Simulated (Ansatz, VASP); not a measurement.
**Two plane-wave programs on H**

File POSCAR:

```
H
1.0
   14.0000000000      0.0000000000      0.0000000000
    0.0000000000     14.4000000000      0.0000000000
    0.0000000000      0.0000000000     14.8000000000
H
1
Direct
    0.5000000000      0.5000000000      0.5000000000
```

INCAR.step1

```
PREC = Accurate ; ENCUT = 520
EDIFF = 1E-5 ; ISMEAR = -1
SIGMA = 0.01 ; LREAL = F
LASPH = T ; NELM = 150
ALGO = Normal ; ISIF = 2
LWAVE = T ; ISPIN = 2
MAGMOM = 1 ; LORBIT = 11
GGA = PE ; ISYM = 0
NBANDS = 10
```

File INCAR.step2:

```
PREC = Accurate ; ENCUT = 520
EDIFF = 1E-6 ; ISMEAR = -1
SIGMA = 0.01 ; LREAL = F
LASPH = T ; NELM = 150
ALGO = Normal ; ISIF = 2
LWAVE = F ; LCHARG = T
ISPIN = 2 ; MAGMOM = 1
LORBIT = 11 ; GGA = PE
LHFCALC = T ; HFSCREEN = 0.2079
PRECFOCK = Normal ; LELF = T
LVHAR = T ; ISTART = 1
ISYM = 0 ; NBANDS = 10
```

File KPOINTS:

```
regular mesh
0
Gamma
  1 1 1
```

Input for Ansatz:

```yaml
crystal:
  lattice:
    - [14.0, 0.0, 0.0]
    - [0.0, 14.4, 0.0]
    - [0.0, 0.0, 14.8]
  atoms:
    - { symbol: H, position: [0.5, 0.5, 0.5], spin: 1.0 }
  symmetry: { detect: false, time_reversal: true }
hamiltonian:
  xc: hse06
  pseudopotentials:
    kind: paw
    azcp:
      H: "pseudopotentials/H.paw.azcp"
basis:
  ecutwfc: 420
  fft_grid_basis: typed
kpoints:
  mp_grid: { grid: [1, 1, 1], shift: [0, 0, 0] }
magnetization:
  spin_polarized: true
scf:
  occupations: { method: fermi_dirac, width: 0.01 }
output:
  write_density: true
  write_potential: true
  elf: true
  volumetric_format: npy
```

Alike in both runs: task single point; functional HSE06; k mesh 1 × 1 × 1; occupations fermi-dirac, width 0.01 eV; collinear spin.

```csv
,VASP,Ansatz
version,VASP 6.6.1,Ansatz 0.2.0
potentials or method,"VASP PAW PBE potentials, release 64 (H), cutoff 520 eV","plane waves (420 eV) with PAW, scalar-relativistic"
valence electrons in the cell,1,1
```

|  | VASP | Ansatz | Ansatz less VASP |
| --- | --- | --- | --- |
| gap on the k mesh at the Fermi level (eV) | 8.61 | 8.61 | 0.000 |
| net moment per atom (μB) | 1.00 | 1.00 | 0.000 |
| size of the moment on the site where the two differ most (μB) | 0.38 | 1.00 | +0.619 |

Site moments also hang on the region over which each program counts them. Ansatz's warnings: nearly empty spin channel levels not settled, stability check not made, xc potential rough in thin density.
